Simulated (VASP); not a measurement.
Write the native input for VASP 6.6.1 that does the following.

```
Task                   : single point
Functional             : PBEsol
Potentials or basis    : VASP PAW PBE potentials, release 64 (Ge_d)
Cutoff                 : 520 eV
k mesh                 : 12 × 12 × 6
Occupations            : gaussian, width 0.01 eV
Spin                   : no spin polarisation
Dipole correction      : no
Further INCAR settings : ALGO = Normal; EDIFF = 1e-07; NBANDS = 36
```

The structure of Ge lies in POSCAR:

```
Ge
1.0
    3.9986409605      0.0000000000      0.0000000000
   -1.9993204803      3.4629246524      0.0000000000
    0.0000000000      0.0000000000      6.5920608985
Ge
4
Direct
    0.6666666667      0.3333333333      0.0627779680
    0.3333333333      0.6666666667      0.5627779680
    0.6666666667      0.3333333333      0.4372220320
    0.3333333333      0.6666666667      0.9372220320
```

The input as run:

INCAR

```
SYSTEM = Ge
PREC = Accurate ; ENCUT = 520
EDIFF = 1E-7 ; ISMEAR = 0
SIGMA = 0.01 ; LREAL = .FALSE.
LASPH = .TRUE. ; NELM = 80
ALGO = Normal ; ISIF = 2
LWAVE = .FALSE. ; LCHARG = .FALSE.
GGA = PS ; NBANDS = 36
```

KPOINTS

```
regular mesh
0
G
  12 12 6
  0 0 0
```

Potentials or basis: VASP PAW PBE potentials, release 64 (Ge_d).

Command:

```bash
$ cat potpaw_PBE.64/Ge_d/POTCAR > POTCAR
$ mpirun -np 1 vasp_std > vasp.out
```

Results of the run:

| Property | Result |
| --- | --- |
| Pressure | -0.1 GPa |
| Largest force | 0.003 eV/Å |
| Band gap on the k mesh | zero (band 28 reaches 4.80 eV, above the bottom of band 29 at 4.77 eV) |

Caveat: the PAW data sets were made with another functional, which shifts forces and pressure a little.

Wall time 3.7 min on 1 thread of Intel(R) Xeon(R) Platinum 8259CL CPU @ 2.50GHz (Skylake/Cascade Lake), on a shared host, peak memory 0.31 GiB.
